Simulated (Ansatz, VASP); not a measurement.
Two plane-wave programs on AlRu

```
CELL_PARAMETERS angstrom
3.00344 0.00000 0.00000
0.00000 3.00344 0.00000
0.00000 0.00000 3.00344
ATOMIC_POSITIONS crystal
Al 0.00000 0.00000 0.00000
Ru 0.50000 0.50000 0.50000
```

Alike in both runs: functional PBE; k mesh 13 × 13 × 13; occupations methfessel-paxton of order 1, width 0.1 eV; no spin polarisation.

Ansatz relaxed the structure, and its values are those at the end. VASP's run is a single point on that final structure, the one shown.

|  | VASP | Ansatz |
| --- | --- | --- |
| version | VASP 6.6.1 | Ansatz 0.2.0 |
| potentials or method | VASP PAW PBE potentials, release 64 (Al, Ru_pv), cutoff 520 eV | plane-wave PAW DFT |
| valence electrons in the cell | 17 | 19 |

|  | VASP | Ansatz | Ansatz less VASP |
| --- | --- | --- | --- |
| pressure (GPa) | 0.0 | 0.0 | 0.00 |

VASP's potentials hold 17 valence electrons a cell and Ansatz's 19, so a difference there can come from the potentials and not from the codes.
